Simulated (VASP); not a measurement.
SiO2: relaxation of the atoms with PBE

The system is SiO2.

```
Si O
1.0
     4.17730    0.00000    0.00000
     0.00000    4.17730    0.00000
     0.00000    0.00000    2.66520
Si O
2 4
Direct
  0.00000 0.00000 0.00000
  0.50000 0.50000 0.50000
  0.30590 0.30590 0.00000
  0.19410 0.80590 0.50000
  0.69410 0.69410 0.00000
  0.80590 0.19410 0.50000
```

| Quantity | Value |
| --- | --- |
| Program | VASP 6.6.1 |
| Task | relaxation of the atoms |
| Functional | PBE |
| Potentials or basis | VASP PAW PBE potentials, release 64 (Si, O) |
| Cutoff | 520 eV |
| k mesh | 5 × 5 × 7 |
| Occupations | fermi-dirac, width 0.02 eV |
| Spin | no spin polarisation |
| Dipole correction | no |
| Further INCAR settings | ALGO = Normal; EDIFF = 1e-07; IBRION = 2; EDIFFG = -0.02; NSW = 80 |

| Item | Value |
| --- | --- |
| Energy gained by relaxing | 0.1 meV/atom |
| Ionic steps | 3 |
| Pressure after relaxing | 11.1 GPa |
| Band gap on the k mesh | 5.60 eV |

Stress tensor (GPa, compression positive):
```
10.29  0.00  0.00
 0.00 10.29  0.00
 0.00  0.00 12.75
```

The path:
```tsv
step	energy change (eV)	largest force (eV/Å)	pressure (GPa)
1	0.0000	0.0988	11.39
2	-0.0004	0.0611	10.95
3	-0.0006	0.0001	11.11
```

Final structure:
```
Si O
1.0
     4.17730    0.00000    0.00000
     0.00000    4.17730    0.00000
     0.00000    0.00000    2.66520
Si O
2 4
Direct
  0.00000 0.00000 0.00000
  0.50000 0.50000 0.50000
  0.30540 0.30540 0.00000
  0.19460 0.80540 0.50000
  0.69460 0.69460 0.00000
  0.80540 0.19460 0.50000
```

Levels at points of the mesh, in eV from the valence-band top:
```csv
k point,band 14,band 15,band 16,band 17,band 18,band 19
"(0.00, 0.00, 0.00)",-0.89,-0.89,0.00,5.60,6.73,8.50
```

Run time: 34 s on 1 thread of AMD EPYC 7R13 Processor (Zen 3), with other jobs on the host, peak memory 0.12 GiB.

PBE gaps usually lie below the measured ones, often by a third to a half.
